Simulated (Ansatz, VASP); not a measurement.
Hf: VASP beside Ansatz

The input POSCAR:

```
Hf
1.0
    0.0000000000      2.5628027946      1.6658218165
    2.5628027946      0.0000000000      1.6658218165
    2.5628027946      2.5628027946      0.0000000000
Hf
1
Direct
    0.0000000000      0.0000000000      0.0000000000
```

The input INCAR.step1:

```
SYSTEM = Hf
PREC = Accurate
ENCUT = 520
ISMEAR = 0
SIGMA = 0.15
LREAL = .False.
LASPH = .True.
NELM = 100
NBANDS = 11
GGA = PE
ALGO = Normal
EDIFF = 1E-4
LWAVE = .True.
LCHARG = .False.
```

Contents of INCAR.step2:

```
SYSTEM = Hf
PREC = Accurate
ENCUT = 520
EDIFF = 1E-6
ISMEAR = 0
SIGMA = 0.15
LREAL = .False.
LASPH = .True.
NELM = 100
ALGO = Normal
ISIF = 2
LWAVE = .False.
LCHARG = .True.
METAGGA = R2SCAN
LMIXTAU = .True.
LELF = .True.
LVHAR = .True.
NBANDS = 11
ISTART = 1
```

Contents of KPOINTS:

```
regular mesh
0
Gamma
  20 20 20
  0 0 0
```

Input for Ansatz:

```yaml
crystal:
  lattice:
    - [0.0, 2.5628027946, 1.6658218165]
    - [2.5628027946, 0.0, 1.6658218165]
    - [2.5628027946, 2.5628027946, 0.0]
  atoms:
    - { symbol: Hf, position: [0.0, 0.0, 0.0] }
basis:
  ecutwfc: 500
kpoints:
  mp_grid: { grid: [20, 20, 20] }
hamiltonian:
  xc: r2scan
scf:
  occupations: { method: gaussian, width: 0.15 }
output:
  forces: true
  stress: true
  eigenvalues: true
```

Alike in both runs: task single point; functional r2SCAN; k mesh 20 × 20 × 20; occupations gaussian, width 0.15 eV; no spin polarisation.

|  | VASP | Ansatz |
| --- | --- | --- |
| version | VASP 6.6.1 | Ansatz 0.2.0 |
| potentials or method | VASP PAW PBE potentials, release 64 (Hf_pv), cutoff 520 eV | scalar-relativistic, plane waves, PAW |
| valence electrons in the cell | 10 | 26 |

```csv
,VASP,Ansatz,Ansatz less VASP
gap on the k mesh at the Fermi level (eV),none,none,-
pressure (GPa),1.1,1.5,+0.43
"traceless stress, the component that is largest in VASP (GPa)",-2.40,-2.44,-0.041
```

VASP's potentials were made for PBE, not for r2SCAN. A gap of «none» marks a metal or a gap that the smearing closes. VASP's potentials hold 10 valence electrons a cell and Ansatz's 26, so a difference there can come from the potentials and not from the codes.

Spin-orbit coupling is off throughout.
